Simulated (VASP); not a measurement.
Here is a VASP 6.6.1 calculation.

File INCAR:

```
ALGO = Normal
EDIFF = 1E-7
ENCUT = 520
ISIF = 2
ISMEAR = 0
LASPH = True
LCHARG = True
LELF = True
LREAL = False
LVHAR = True
LWAVE = False
NBANDS = 26
NELM = 80
PREC = Accurate
SIGMA = 0.05
```

KPOINTS

```
k-points
0
Gamma
  8 8 8
```

File POSCAR:

```
SiC
1.0
    4.4699908202     -0.1628064343      0.0067004987
    0.1628064343     -4.1641414670     -0.1587316470
   -0.0067004987     -0.1587316470     -4.2384491634
Si C
4 4
Direct
   -0.0176329390      0.4868436277      0.5264813720
    0.4883706520     -0.0000666666      0.4970406243
    0.5233043616      0.4564389861      0.0180387474
    0.0243634070      0.0123620466     -0.0029221308
    0.7485278693      0.7523987969      0.7542099273
    0.2524563885      0.2575683294      0.7250432570
    0.2410070536      0.7704486629      0.2381141014
    0.7396032070      0.2640062170      0.2439941014
```

Potentials or basis: VASP PAW LDA potentials, release 64 (Si, C).

The run is started by

```console
$ cat potpaw_LDA.64/Si/POTCAR potpaw_LDA.64/C/POTCAR > POTCAR
$ mpirun -np 1 vasp_std > vasp.out
```

(1) Predict the largest force.

(2) What does it give for the band gap on the k mesh?

(3) Estimate the pressure.

Results:

(1) 15.278 eV/Å.

(2) 0.14 eV.

(3) 22.6 GPa.

Caveat: the cell differs from its parent crystal (atoms moved at random and the cell strained at random); the cell stands under pressure; forces of over 1 eV/Å act on the atoms, so gaps and moduli don't describe the material at rest.
